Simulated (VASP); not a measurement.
# HfSi (Pnma) in VASP: further runs, part 2 of 2

VASP 6.6.1.

### 3 Relaxation of shape and atoms at fixed volume, PBEsol (17.18 Å³/atom)

This run uses another cell than the first one, of 17.18 Å³/atom.

INCAR

```
SYSTEM = HfSi
PREC     = Accurate       ! precision mode
ENCUT    = 600            ! plane-wave cutoff, eV
EDIFF    = 1E-6           ! SCF threshold, eV
ISMEAR   = 0              ! smearing method
SIGMA    = 0.1            ! smearing width, eV
LREAL    = .False.        ! projectors in reciprocal space
LASPH    = .True.         ! aspherical terms in the spheres
NELM     = 80             ! most SCF steps
ALGO     = Fast           ! electronic algorithm
ISIF     = 4              ! what is computed and relaxed
LWAVE    = .False.        ! write WAVECAR
LCHARG   = .False.        ! write CHGCAR
GGA      = PS             ! functional
IBRION   = 2              ! ionic algorithm
NSW      = 50             ! ionic steps
EDIFFG   = -0.01          ! ionic threshold
```

KPOINTS

```
Automatic mesh
0
Gamma
  6 10 8
  0 0 0
```

POSCAR

```
HfSi
1.0
    6.8893590110      0.0000000000      0.0000000000
    0.0000000000      3.7968664134      0.0000000000
    0.0000000000      0.0000000000      5.2532496764
Hf Si
4 4
Direct
    0.1755908221      0.2500000000      0.1264896848
    0.3244091779      0.7500000000      0.6264896848
    0.6755908221      0.2500000000      0.3735103152
    0.8244091779      0.7500000000      0.8735103152
    0.0430603597      0.2500000000      0.6402012504
    0.4569396403      0.7500000000      0.1402012504
    0.5430603597      0.2500000000      0.8597987496
    0.9569396403      0.7500000000      0.3597987496
```

Potentials or basis: VASP PAW PBE potentials, release 64 (Hf_pv, Si).

Launch:

```console
cat potpaw_PBE.64/Hf_pv/POTCAR potpaw_PBE.64/Si/POTCAR > POTCAR
mpirun -np 1 vasp_std > vasp.out
```

Run time: 35 min. Hardware: 1 thread of Oxide Virtual Turin-like, shared host; peak memory 0.61 GiB.

Results (log left out):

* Free energy: -72.1597 eV
* Energy gained by relaxing: 0.0 meV/atom
* Ionic steps: 4
* Pressure after relaxing: -4.4 GPa
* Largest force after relaxing: 0.007 eV/Å
* Band gap on the k mesh: zero (bands 28 and 29 overlap by 0.39 eV)

Forces in eV/Å, atoms in the order of the input:
```
Hf   0.005  0.000  0.006
Hf  -0.005  0.000  0.006
Hf   0.005  0.000 -0.006
Hf  -0.005  0.000 -0.006
Si  -0.002  0.000  0.004
Si   0.002  0.000  0.004
Si  -0.002  0.000 -0.004
Si   0.002  0.000 -0.004
```

Step by step:
| step | energy change (eV) | largest force (eV/Å) | pressure (GPa) | volume (Å³) |
| --- | --- | --- | --- | --- |
| 1 | 0.0000 | 0.0157 | -4.44 | 137.41 |
| 2 | -0.0002 | 0.0160 | -4.43 | 137.41 |
| 3 | -0.0002 | 0.0160 | -4.43 | 137.41 |
| 4 | -0.0002 | 0.0073 | -4.43 | 137.41 |

Final structure:
```yaml
crystal:
  lattice:
    - [6.89320, 0.00000, 0.00000]
    - [0.00000, 3.79875, 0.00000]
    - [0.00000, 0.00000, 5.24772]
  atoms:
    - { symbol: Hf, position: [0.17577, 0.25000, 0.12656] }
    - { symbol: Hf, position: [0.32423, 0.75000, 0.62656] }
    - { symbol: Hf, position: [0.67577, 0.25000, 0.37344] }
    - { symbol: Hf, position: [0.82423, 0.75000, 0.87344] }
    - { symbol: Si, position: [0.04316, 0.25000, 0.64038] }
    - { symbol: Si, position: [0.45684, 0.75000, 0.14038] }
    - { symbol: Si, position: [0.54316, 0.25000, 0.85962] }
    - { symbol: Si, position: [0.95684, 0.75000, 0.35962] }
```

Levels at points of the mesh, in eV from the Fermi level:
```csv
k point,band 24,band 25,band 26,band 27,band 28,band 29,band 30,band 31,band 32,band 33
"(0.00, 0.00, 0.00)",-2.15,-0.80,-0.54,-0.31,-0.25,0.35,0.63,0.88,1.24,1.26
"(0.50, 0.00, 0.00)",-2.48,-0.90,-0.90,-0.57,-0.57,0.03,0.03,1.05,1.05,2.27
"(0.00, 0.50, 0.00)",-2.58,-2.07,-2.07,-1.70,-1.70,1.99,1.99,2.42,2.42,3.03
"(0.50, 0.50, 0.00)",-3.11,-1.99,-1.99,-1.99,-1.99,2.76,2.76,2.76,2.76,3.27
"(0.00, 0.00, 0.50)",-1.77,-1.20,-1.20,-0.24,-0.24,0.86,0.86,0.90,0.90,1.58
"(0.50, 0.00, 0.50)",-2.63,-1.25,-1.25,-0.76,-0.76,0.52,0.52,1.25,1.25,1.74
"(0.00, 0.50, 0.50)",-2.74,-0.79,-0.79,-0.55,-0.55,-0.04,-0.04,0.86,0.86,2.89
"(0.50, 0.50, 0.50)",-2.66,-1.67,-1.67,-1.67,-1.67,1.89,1.89,1.89,1.89,2.89
```

Caveat: the PAW data sets were made with another functional, which shifts forces and pressure a little; spin-orbit coupling is left out, which moves the levels of the heavy elements.

### 4 Relaxation of cell and atoms, PBEsol

This run uses another cell than the first one, of 16.67 Å³/atom.

INCAR

```
SYSTEM = HfSi
PREC = Accurate ; ENCUT = 600
EDIFF = 1E-6 ; ISMEAR = 0
SIGMA = 0.1 ; LREAL = .FALSE.
LASPH = .TRUE. ; NELM = 80
ALGO = Fast ; ISIF = 3
LWAVE = .FALSE. ; LCHARG = .FALSE.
GGA = PS ; IBRION = 2
NSW = 100 ; EDIFFG = -0.005
```

KPOINTS

```
Automatic mesh
0
G
  6 10 8
  0 0 0
```

POSCAR

```
HfSi
1.0
    6.8349233972      0.0000000000      0.0000000000
    0.0000000000      3.7503066674      0.0000000000
    0.0000000000      0.0000000000      5.2037467114
Hf Si
4 4
Direct
    0.1752403860      0.2500000000      0.1256985180
    0.3247596140      0.7500000000      0.6256985180
    0.6752403860      0.2500000000      0.3743014820
    0.8247596140      0.7500000000      0.8743014820
    0.0431639809      0.2500000000      0.6408254511
    0.4568360191      0.7500000000      0.1408254511
    0.5431639809      0.2500000000      0.8591745489
    0.9568360191      0.7500000000      0.3591745489
```

Launch:

```console
cat potpaw_PBE.64/Hf_pv/POTCAR potpaw_PBE.64/Si/POTCAR > POTCAR
mpirun -np 1 vasp_std > vasp.out
```

It took 50 min on 1 thread of Oxide Virtual Turin-like, shared host; peak memory 0.59 GiB.

The run converged. Its results:

```
Free energy                           : -72.2151 eV
Relaxed volume                        : 16.68 Å³/atom
Relaxed cell                          : a = 6.824 Å, b = 3.760 Å, c = 5.202 Å, α = 90.00°, β = 90.00°, γ = 90.00°
Space group after relaxing (to 0.1 Å) : Pnma (No. 62)
Energy gained by relaxing             : 0.2 meV/atom
Ionic steps                           : 9
Pressure after relaxing               : 0.0 GPa
Largest force after relaxing          : 0.004 eV/Å
Band gap on the k mesh                : zero (bands 28 and 29 overlap by 0.40 eV)
```

Forces in eV/Å, atoms in the order of the input:
```
Hf   0.001  0.000  0.004
Hf  -0.001  0.000  0.004
Hf   0.001  0.000 -0.004
Hf  -0.001  0.000 -0.004
Si  -0.002  0.000  0.002
Si   0.002  0.000  0.002
Si  -0.002  0.000 -0.002
Si   0.002  0.000 -0.002
```

The path:
```csv
step,energy change (eV),largest force (eV/Å),pressure (GPa),volume (Å³)
1,0.0000,0.0764,0.12,133.39
2,-0.0013,0.0127,-0.19,133.62
3,-0.0013,0.0116,-0.20,133.64
4,-0.0014,0.0152,0.23,133.30
5,-0.0015,0.0082,0.07,133.44
6,-0.0015,0.0085,0.01,133.47
7,-0.0015,0.0082,0.00,133.46
8,-0.0015,0.0082,0.01,133.45
9,-0.0015,0.0038,0.01,133.47
```

Final structure:
```xyz
8
Lattice="6.8245 0.0000 0.0000 0.0000 3.7595 0.0000 0.0000 0.0000 5.2022" Properties=species:S:1:pos:R:3 pbc="T T T"
Hf    1.1979    0.9399    0.6567
Hf    2.2143    2.8196    3.2578
Hf    4.6101    0.9399    1.9445
Hf    5.6266    2.8196    4.5456
Si    0.2938    0.9399    3.3293
Si    3.1185    2.8196    0.7282
Si    3.7060    0.9399    4.4740
Si    6.5307    2.8196    1.8729
```

Levels at points of the mesh, in eV from the Fermi level:
```
           k point  band 26  band 27  band 28  band 29  band 30  band 31
(0.00, 0.00, 0.00)    -0.54    -0.33    -0.26     0.36     0.65     0.89
(0.50, 0.00, 0.00)    -0.92    -0.61    -0.61     0.06     0.06     1.09
(0.00, 0.50, 0.00)    -2.12    -1.71    -1.71     2.08     2.08     2.53
(0.50, 0.50, 0.00)    -2.02    -2.02    -2.02     2.89     2.89     2.89
(0.00, 0.00, 0.50)    -1.24    -0.22    -0.22     0.88     0.88     0.95
(0.50, 0.00, 0.50)    -1.27    -0.77    -0.77     0.54     0.54     1.29
(0.00, 0.50, 0.50)    -0.81    -0.57    -0.57    -0.06    -0.06     0.87
(0.50, 0.50, 0.50)    -1.71    -1.71    -1.71     1.94     1.94     1.94
```

Caveat: the PAW data sets were made with another functional, which shifts forces and pressure a little; spin-orbit coupling is left out, which moves the levels of the heavy elements.

### 5 Summary

```csv
task,cell,gap on the mesh (eV),pressure (GPa),largest force (eV/Å)
relaxation of shape and atoms at fixed volume,"relaxed from a = 6.959, b = 3.836, c = 5.298 Å, 8 atoms, atomic positions A",none,-8.3,0.01
relaxation of shape and atoms at fixed volume,"relaxed from a = 6.889, b = 3.797, c = 5.253 Å, 8 atoms, atomic positions A",none,-4.4,0.01
relaxation of cell and atoms,"relaxed from a = 6.835, b = 3.750, c = 5.204 Å, 8 atoms, atomic positions B",none,0.0,-
```

Alike in all rows: level PBEsol; potentials or basis VASP PAW PBE potentials, release 64 (Hf_pv, Si); no spin polarisation; k mesh 6 × 10 × 8; cutoff (eV) 600; smearing gaussian 0.1 eV.

Caveats: the PAW data sets were made with another functional, which shifts forces and pressure a little; spin-orbit coupling is left out, which moves the levels of the heavy elements.

Total energies depend on the potentials used, so only differences within one code and one set of settings carry meaning.
